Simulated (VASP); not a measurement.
Here is a VASP 6.6.1 calculation.

Contents of INCAR:

```
PREC = Accurate ; ENCUT = 520
EDIFF = 1E-7 ; ISMEAR = -1
SIGMA = 0.05 ; LREAL = F
LASPH = T ; NELM = 80
ALGO = Normal ; ISIF = 2
LWAVE = F ; LCHARG = F
NBANDS = 12
```

File KPOINTS:

```
Automatic mesh
0
Gamma
  14 14 14
```

File POSCAR:

```
In
1.0
    2.4774133612      0.0000000000      0.0000000000
    0.0000000000      2.4774133612      0.0000000000
    0.0000000000      0.0000000000      2.4774133612
In
1
Direct
    0.0000000000      0.0000000000      0.0000000000
```

Potentials or basis: VASP PAW LDA potentials, release 64 (In_d).

The run is started by

```sh
$ cat potpaw_LDA.64/In_d/POTCAR > POTCAR
$ mpirun -np 1 vasp_std > vasp.out
```

Q: Estimate the pressure.

A: 103.3 GPa.
